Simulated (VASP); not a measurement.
# SiC (F-43m) in VASP: further runs, part 2 of 2

VASP 6.6.1. The steps go on from the part before.

### Step 3. Single point, r2SCAN

Input file POSCAR:

```
SiC
1.0
    0.0000000000      2.1780523454      2.1780523454
    2.1780523454      0.0000000000      2.1780523454
    2.1780523454      2.1780523454      0.0000000000
Si C
1 1
Direct
    0.0000000000      0.0000000000      0.0000000000
    0.2500000000      0.2500000000      0.2500000000
```

Input file INCAR.step1:

```
ALGO = Normal ; EDIFF = 1E-4
ENCUT = 520 ; GGA = PE
ISMEAR = 0 ; LASPH = True
LCHARG = False ; LREAL = False
LWAVE = True ; NBANDS = 11
NELM = 80 ; PREC = Accurate
SIGMA = 0.01
```

Input file INCAR.step2:

```
ALGO = Normal ; EDIFF = 1E-6
ENCUT = 520 ; ISIF = 2
ISMEAR = 0 ; ISTART = 1
LASPH = True ; LCHARG = False
LMIXTAU = True ; LREAL = False
LWAVE = False ; METAGGA = R2SCAN
NBANDS = 11 ; NELM = 80
PREC = Accurate ; SIGMA = 0.01
```

Input file KPOINTS:

```
k-points
0
Gamma
  6 6 6
```

Potentials or basis: VASP PAW PBE potentials, release 64 (Si, C).

Run with:

```console
> cat potpaw_PBE.64/Si/POTCAR potpaw_PBE.64/C/POTCAR > POTCAR
> cp INCAR.step1 INCAR
> mpirun -np 1 vasp_std > vasp.out
> cp INCAR.step2 INCAR
> mpirun -np 1 vasp_std > vasp.out
```

OUTCAR:

```text
EDIFF = 1E-6
   ENCUT = 520
   ISIF = 2
   ISMEAR = 0
   ISTART = 1
   LASPH = True
   LREAL = False
   METAGGA = R2SCAN
   NELM = 80
   PREC = Accurate

 ion  position               nearest neighbor table
   1  0.000  0.000  0.000-   2 1.89   2 1.89   2 1.89   2 1.89
   2  0.250  0.250  0.250-   1 1.89   1 1.89   1 1.89   1 1.89

  LATTYP: Found a face centered cubic cell.
 ALAT       =     4.3561046908

  Lattice vectors:

 A1 = (   0.0000000000,   2.1780523454,   2.1780523454)
 A2 = (   2.1780523454,   0.0000000000,   2.1780523454)
 A3 = (   2.1780523454,   2.1780523454,   0.0000000000)

Analysis of symmetry for initial positions (statically):
=====================================================================
 Subroutine PRICEL returns:
 Original cell was already a primitive cell.

 Routine SETGRP: Setting up the symmetry group for a
 face centered cubic supercell.

 Subroutine GETGRP returns: Found 24 space group operations
 (whereof 24 operations were pure point group operations)
 out of a pool of 48 trial point group operations.

The static configuration has the point symmetry T_d .

Analysis of symmetry for dynamics (positions and initial velocities):
=====================================================================
 Subroutine PRICEL returns:
 Original cell was already a primitive cell.

 Routine SETGRP: Setting up the symmetry group for a
 face centered cubic supercell.

 Subroutine GETGRP returns: Found 24 space group operations
 (whereof 24 operations were pure point group operations)
 out of a pool of 48 trial point group operations.

The dynamic configuration has the point symmetry T_d .

 Subroutine INISYM returns: Found 24 space group operations
 (whereof 24 operations are pure point group operations),
 and found     1 'primitive' translations

----------------------------------------------------------------------------------------

                                     Primitive cell

  volume of cell :      20.6650

  direct lattice vectors                    reciprocal lattice vectors
     0.000000000  2.178052345  2.178052345    -0.229562894  0.229562894  0.229562894
     2.178052345  0.000000000  2.178052345     0.229562894 -0.229562894  0.229562894
     2.178052345  2.178052345  0.000000000     0.229562894  0.229562894 -0.229562894

  length of vectors
     3.080231166  3.080231166  3.080231166     0.397614596  0.397614596  0.397614596

  position of ions in fractional coordinates (direct lattice)
     0.000000000  0.000000000  0.000000000
     0.250000000  0.250000000  0.250000000

  ion indices of the primitive-cell ions
   primitive index   ion index
                 1           1
                 2           2

----------------------------------------------------------------------------------------

 KPOINTS: k-points

Automatic generation of k-mesh.
 Grid dimensions read from file:
 generate k-points for:    6    6    6

 Generating k-lattice:

  Cartesian coordinates                     Fractional coordinates (reciprocal lattice)
    -0.038260482  0.038260482  0.038260482     0.166666667  0.000000000  0.000000000
     0.038260482 -0.038260482  0.038260482     0.000000000  0.166666667  0.000000000
     0.038260482  0.038260482 -0.038260482     0.000000000  0.000000000  0.166666667

  Length of vectors
     0.066269099  0.066269099  0.066269099

  Shift w.r.t. Gamma in fractional coordinates (k-lattice)
     0.000000000  0.000000000  0.000000000

 Subroutine IBZKPT returns following result:
 ===========================================

 Found     16 irreducible k-points:

 Following reciprocal coordinates:
            Coordinates               Weight
  0.000000  0.000000  0.000000      1.000000
  0.166667  0.000000  0.000000      8.000000
  0.333333  0.000000  0.000000      8.000000
  0.500000  0.000000  0.000000      4.000000
  0.166667  0.166667  0.000000      6.000000
  0.333333  0.166667  0.000000     24.000000
[... 8 lines left out ...]
 -0.333333  0.333333  0.166667     24.000000
 -0.333333  0.500000  0.166667     12.000000
   k-points           NKPTS =     16   k-points in BZ     NKDIM =     16   number of bands    NBANDS=     11
   number of dos      NEDOS =    301   number of ions     NIONS =      2
   total plane-waves  NPLWV =  13824
   dimension x,y,z NGX =    24 NGY =   24 NGZ =   24
   dimension x,y,z NGXF=    48 NGYF=   48 NGZF=   48
   ions per type =               1   1
   NGX,Y,Z   is equivalent  to a cutoff of  12.95, 12.95, 12.95 a.u.
   NGXF,Y,Z  is equivalent  to a cutoff of  25.91, 25.91, 25.91 a.u.
 SYSTEM =  unknown system
   PREC   = accura    normal or accurate (medium, high low for compatibility)
   ISTART =      1    job   : 0-new  1-cont  2-samecut
   ICHARG =      0    charge: 1-file 2-atom 10-const
   ISPIN  =      1    spin polarized calculation?
   LNONCOLLINEAR =      F non collinear calculations
   LSORBIT =      F    spin-orbit coupling
   LASPH  =      T    aspherical Exc in radial PAW
   ENCUT  =  520.0 eV  38.22 Ry    6.18 a.u.   5.73  5.73  5.73*2*pi/ulx,y,z
   NELM   =     80;   NELMIN=  2; NELMDL=  0     # of ELM steps
   EDIFF  = 0.1E-05   stopping-criterion for ELM
   LREAL  =      F    real-space projection
   EDIFFG = 0.1E-04   stopping-criterion for IOM
   NSW    =      0    number of steps for IOM
   IBRION =     -1    ionic relax: 0-MD 1-quasi-New 2-CG
   NFREE  =      0    steps in history (QN), initial steepest desc. (CG)
   ISIF   =      2    stress and relaxation
   ISYM   =      2    0-nonsym 1-usesym 2-fastsym
   POTIM  = 0.5000    time-step for ionic-motion
   TEBEG  =    0.0;   TEEND  =   0.0 temperature during run
   PSTRESS=    0.0 pullay stress
   NELECT =       8.0000    total number of electrons
   NUPDOWN=      -1.0000    fix difference up-down
   EMIN   =  10.00;   EMAX   =-10.00  energy-range for DOS
   EFERMI =   0.00;   METHOD = LEGACY
   ISMEAR =     0;   SIGMA  =   0.01  broadening in eV -4-tet -1-fermi 0-gaus
   EFERMI_NEDOS =   21; number of points for ismear=-14 and -15
   IALGO  =     38    algorithm
   IMIX   =      4    mixing-type and parameters
     AMIX     =   0.40;   BMIX     =  1.00
     AMIX_MAG =   1.60;   BMIX_MAG =  1.00
  volume/ion in A,a.u.               =      10.33        69.73
  Fermi-wavevector in a.u.,A,eV,Ry     =   1.193145  2.254717 19.369182  1.423595
  Thomas-Fermi vector in A             =   2.329166
   LORBIT       =      0    0 simple, 1 ext, 2 COOP (PROOUT), +10 PAW based schemes
   METAGGA = R2SCAN    functional components
   LHFCALC =     F    Hartree Fock is set to
   AEXX    =    0.0000 exact exchange contribution
   IVDW    =     0    specifies the selected vdW correction
   LEPSILON=     F    determine dielectric tensor
   LRPA    =     F    only Hartree local field effects (RPA)
 non-spin polarized calculation
 Gauss-broadening in eV      SIGMA  =   0.01
  energy-cutoff  :      520.00
  volume of cell :       20.66
 maximum number of plane-waves:       568
   NGX = 11   NGY = 11   NGZ = 11

 number of electron       8.0000001 magnetization

 Free energy of the ion-electron system (eV)
  ---------------------------------------------------
  ext. energy  EPLUGINS =         0.00000000
  ---------------------------------------------------
  free energy    TOTEN  =       -19.31733811 eV

  energy without entropy =      -19.31733811  energy(sigma->0) =      -19.31733811

 E-fermi :   8.1220     XC(G=0): -11.9381

 val. band max:        8.0031504502   @ k =   0.0000   0.0000   0.0000
 cond. band min:       9.7224745753   @ k =   0.5000   0.5000   0.0000
 fundamental gap:      1.7193241251
 Fermi energy:         8.1220228211

 k-point     1 :       0.0000    0.0000    0.0000
  band No.  band energies     occupation
      1      -8.1889      2.00000
      2       8.0031      2.00000
      3       8.0031      2.00000
      4       8.0032      2.00000
      5      14.8528      0.00000
      6      15.8568      0.00000
      7      15.8568      0.00000
      8      15.8568      0.00000
      9      23.2141      0.00000
     10      23.2141      0.00000
     11      25.7814      0.00000
[... 197 lines left out ...]
 k-point    16 :      -0.3333    0.5000    0.1667
  band No.  band energies     occupation
      1      -2.9334      2.00000
      2       0.4799      2.00000
      3       3.3195      2.00000
      4       3.4893      2.00000
      5      12.4447      0.00000
      6      15.7001      0.00000
      7      19.6405      0.00000
      8      21.1329      0.00000
      9      23.3044      0.00000
     10      26.8650      0.00000
     11      30.3697      0.00000

------------------------ aborting loop because EDIFF is reached ----------------------------------------

  FORCE on cell =-STRESS in cart. coord.  units (eV):
  Direction    XX          YY          ZZ          XY          YZ          ZX
  --------------------------------------------------------------------------------------
  -------------------------------------------------------------------------------------
  Total       -0.0157035     -0.0157035     -0.0157035      0.0000000     -0.0000000     -0.0000000
  in kB       -1.2175069     -1.2175069     -1.2175069      0.0000000     -0.0000000     -0.0000000
  external PRESSURE =      -1.2175069 kB  Pullay stress =       0.0000000 kB

 VOLUME and BASIS-vectors are now :
 -----------------------------------------------------------------------------
  energy-cutoff  :      520.00
  volume of cell :       20.66
      direct lattice vectors                 reciprocal lattice vectors
     0.000000000  2.178052345  2.178052345    -0.229562894  0.229562894  0.229562894
     2.178052345  0.000000000  2.178052345     0.229562894 -0.229562894  0.229562894
     2.178052345  2.178052345  0.000000000     0.229562894  0.229562894 -0.229562894

 POSITION                                       TOTAL-FORCE (eV/Angst)
 -----------------------------------------------------------------------------------
      0.00000      0.00000      0.00000        -0.000000     -0.000000     -0.000000
      1.08903      1.08903      1.08903         0.000000      0.000000      0.000000
 -----------------------------------------------------------------------------------
    total drift:                               -0.000001     -0.000001     -0.000001

  FREE ENERGIE OF THE ION-ELECTRON SYSTEM (eV)
  ---------------------------------------------------
  free  energy   TOTEN  =       -19.3173381069 eV

  energy  without entropy=      -19.3173381069  energy(sigma->0) =      -19.31733811
```

OSZICAR.step1:

```text
N       E                     dE             d eps       ncg     rms          rms(c)
DAV:   1     0.479386961407E+01    0.47939E+01   -0.39092E+03   355   0.608E+02
DAV:   2    -0.162938600985E+02   -0.21088E+02   -0.20175E+02   421   0.113E+02
DAV:   3    -0.169105237173E+02   -0.61666E+00   -0.61583E+00   433   0.166E+01
DAV:   4    -0.169128269858E+02   -0.23033E-02   -0.23031E-02   393   0.130E+00
DAV:   5    -0.169128374396E+02   -0.10454E-04   -0.10454E-04   427   0.785E-02    0.883E+00
DAV:   6    -0.151050759716E+02    0.18078E+01   -0.64665E+00   388   0.114E+01    0.391E+00
DAV:   7    -0.150540319357E+02    0.51044E-01   -0.39271E-01   427   0.357E+00    0.179E+00
DAV:   8    -0.150462953129E+02    0.77366E-02   -0.20645E-02   391   0.956E-01    0.166E-01
DAV:   9    -0.150464064722E+02   -0.11116E-03   -0.16001E-03   423   0.229E-01    0.113E-01
DAV:  10    -0.150465195343E+02   -0.11306E-03   -0.23956E-04   383   0.939E-02    0.254E-02
DAV:  11    -0.150465213584E+02   -0.18241E-05   -0.39551E-05   230   0.331E-02
   1 F= -.15046521E+02 E0= -.15046521E+02  d E =-.298843E-16
```

It took 70 s on 1 thread of AMD EPYC 7R13, shared host; peak memory 0.11 GiB.

Results:

```
Free energy            : -19.3173 eV
Pressure               : -0.1 GPa
Band gap on the k mesh : 1.72 eV, indirect (least direct gap 5.06 eV)
```

Caveat: the PAW data sets were made with another functional, which shifts forces and pressure a little. A k mesh can miss the band edges.
